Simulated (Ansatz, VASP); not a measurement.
**Two plane-wave programs on AlNi**

```
Ni Al
1.0
     2.88100    0.00000    0.00000
     0.00000    2.88100    0.00000
     0.00000    0.00000    2.88100
Ni Al
1 1
Direct
  0.50000 0.50000 0.50000
  0.00000 0.00000 0.00000
```

Alike in both runs: functional r2SCAN; k mesh 9 × 9 × 9; occupations gaussian, width 0.01 eV; collinear spin; Hubbard terms Ni d U = 7.0 eV.

|  | VASP | Ansatz |
| --- | --- | --- |
| version | VASP 6.6.1 | Ansatz 0.2.0 |
| potentials or method | VASP PAW PBE potentials, release 64 (Ni, Al) | Ansatz PAW |
| plane-wave cutoff (eV) | 660 | 500 |
| valence electrons in the cell | 13 | 21 |
| task | single point | band structure |

Ansatz gave:

```
gap on the k mesh at the Fermi level (eV) : none
pressure (GPa)                            : -4.7
net moment per atom (μB)                  : 0.00
```

Which values does VASP return?

gap on the k mesh at the Fermi level (eV): none; pressure (GPa): -12.4; net moment per atom (μB): 0.00.

VASP's potentials were made for PBE, not for r2SCAN. The programs project onto different local orbitals, so the same U acts differently, and such runs can settle in different states. A gap of «none» marks a metal or a gap that the smearing closes. VASP's potentials hold 13 valence electrons a cell and Ansatz's 21, so a difference there can come from the potentials and not from the codes.

Noted on Ansatz's run: the magnetic or orbital state may not be the lowest.
